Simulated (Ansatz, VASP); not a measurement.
Two plane-wave programs on MgB2

Contents of INCAR:

```
PREC     = Accurate       # precision mode
ENCUT    = 520            # plane-wave cutoff, eV
EDIFF    = 1E-8           # SCF threshold, eV
ISMEAR   = -1             # smearing method
SIGMA    = 0.15           # smearing width, eV
LREAL    = False          # projectors in reciprocal space
LASPH    = True           # aspherical terms in the spheres
NELM     = 60             # most SCF steps
ALGO     = Normal         # electronic algorithm
ISIF     = 2              # what is computed and relaxed
LWAVE    = False          # write WAVECAR
LCHARG   = False          # write CHGCAR
GGA      = PE             # functional
LEFG     = True         
NBANDS   = 11             # bands
```

The input KPOINTS:

```
regular mesh
0
Gamma
  15 15 12
```

POSCAR

```
MgB2
1.0
    3.0754729966      0.0000000000      0.0000000000
   -1.5377364983      2.6634377437      0.0000000000
    0.0000000000      0.0000000000      3.5258527696
Mg B
1 2
Direct
    0.0000000000      0.0000000000      0.0000000000
    0.3333333333      0.6666666667      0.5000000000
    0.6666666667      0.3333333333      0.5000000000
```

Input for Ansatz:

```yaml
crystal:
  lattice:
    - [3.0754729966, 0.0, 0.0]
    - [-1.5377364983, 2.6634377437, 0.0]
    - [0.0, 0.0, 3.5258527696]
  atoms:
    - { symbol: Mg, position: [0.0, 0.0, 0.0] }
    - { symbol: B, position: [0.3333333333, 0.6666666667, 0.5] }
    - { symbol: B, position: [0.6666666667, 0.3333333333, 0.5] }
basis:
  ecutwfc: 420
kpoints:
  mp_grid: { grid: [15, 15, 12] }
hamiltonian:
  xc: pbe
scf:
  occupations: { method: fermi_dirac, width: 0.15 }
output:
  forces: true
  stress: true
  eigenvalues: true
  efg: {}
checkpoint:
  read: start.run
  write: ck
  compress: false
  write_wavefunctions: false
  write_every: 100000
```

Alike in both runs: task electric field gradients; functional PBE; k mesh 15 × 15 × 12; occupations fermi-dirac, width 0.15 eV; no spin polarisation.

|  | VASP | Ansatz |
| --- | --- | --- |
| version | VASP 6.6.1 | Ansatz 0.2.0 |
| potentials or method | VASP PAW PBE potentials, release 64 (Mg, B), cutoff 520 eV | scalar-relativistic, plane waves, PAW |
| valence electrons in the cell | 8 | 16 |

Ansatz gave:

- gap on the k mesh at the Fermi level (eV): none
- pressure (GPa): 0.0
- traceless stress, the component that is largest in VASP (GPa): 0.00
- size of Vzz on the site where it differs most (V/Å²): 3.0

Q: Estimate VASP's values.

A: gap on the k mesh at the Fermi level (eV): none; pressure (GPa): -0.3; traceless stress, the component that is largest in VASP (GPa): -0.13; size of Vzz on the site where it differs most (V/Å²): 0.3.

A gap of «none» marks a metal or a gap that the smearing closes. VASP's potentials hold 8 valence electrons a cell and Ansatz's 16, so a difference there can come from the potentials and not from the codes.
